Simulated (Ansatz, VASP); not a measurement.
Two plane-wave programs on Te2As

```
Te As
1.0
     4.24963    0.00000    0.00000
     0.00000    4.24963    0.00000
     0.00000    0.00000    9.82101
Te As
4 2
Direct
  0.50000 0.00000 0.64263
  0.00000 0.50000 0.35737
  0.50000 0.00000 0.03220
  0.00000 0.50000 0.96780
  0.50000 0.00000 0.36330
  0.00000 0.50000 0.63670
```

Change from the starting cell: species swapped into the Ta2Se type (P4/nmm, No. 129).

Alike in both runs: functional PBE; k mesh 10 × 10 × 4; occupations gaussian, width 0.1 eV; no spin polarisation.

Ansatz relaxed the structure, and its values are those at the end. VASP's run is a single point on that final structure, the one shown.

```csv
,VASP,Ansatz
version,VASP 6.6.1,Ansatz 0.2.0
potentials or method,"VASP PAW PBE potentials, release 64 (Te, As), cutoff 520 eV","scalar-relativistic, plane waves, PAW"
valence electrons in the cell,34,94
```

```tsv
	VASP	Ansatz	Ansatz less VASP
gap on the k mesh at the Fermi level (eV)	none	none	-
pressure (GPa)	0.0	0.0	0.00
rms of the force components (eV/Å)	0.006	0.001	-0.0049
```

A gap of «none» marks a metal or a gap that the smearing closes. VASP's potentials hold 34 valence electrons a cell and Ansatz's 94, so a difference there can come from the potentials and not from the codes.

Neither program's run includes spin-orbit coupling.
